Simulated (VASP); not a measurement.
A run of VASP 6.6.1:

INCAR

```
SYSTEM = BAs
ALGO = Normal
EDIFF = 1E-6
ENCUT = 520
ISIF = 2
ISMEAR = -1
LASPH = .TRUE.
LCHARG = .FALSE.
LREAL = .FALSE.
LWAVE = .FALSE.
NBANDS = 11
NELM = 80
PREC = Accurate
SIGMA = 0.02
```

File KPOINTS:

```
k-points
0
G
  8 8 8
  0 0 0
```

POSCAR

```
BAs
1.0
    0.0000000000      2.3662743433      2.3662743433
    2.3662743433      0.0000000000      2.3662743433
    2.3662743433      2.3662743433      0.0000000000
B As
1 1
Direct
    0.0000000000      0.0000000000      0.0000000000
    0.2500000000      0.2500000000      0.2500000000
```

Potentials or basis: VASP PAW LDA potentials, release 64 (B, As).

Launch:

```sh
$ cat potpaw_LDA.64/B/POTCAR potpaw_LDA.64/As/POTCAR > POTCAR
$ mpirun -np 1 vasp_std > vasp.out
```

Hardware: 1 thread of Intel(R) Xeon(R) Platinum 8259CL CPU @ 2.50GHz (Skylake/Cascade Lake), with other jobs on the host.

Q: How long does it take, and how much memory?

A: It took 15 s on 1 thread of Intel(R) Xeon(R) Platinum 8259CL CPU @ 2.50GHz (Skylake/Cascade Lake), on a shared host, peak memory 0.14 GiB. Counts: scf iterations 12, k points 29.
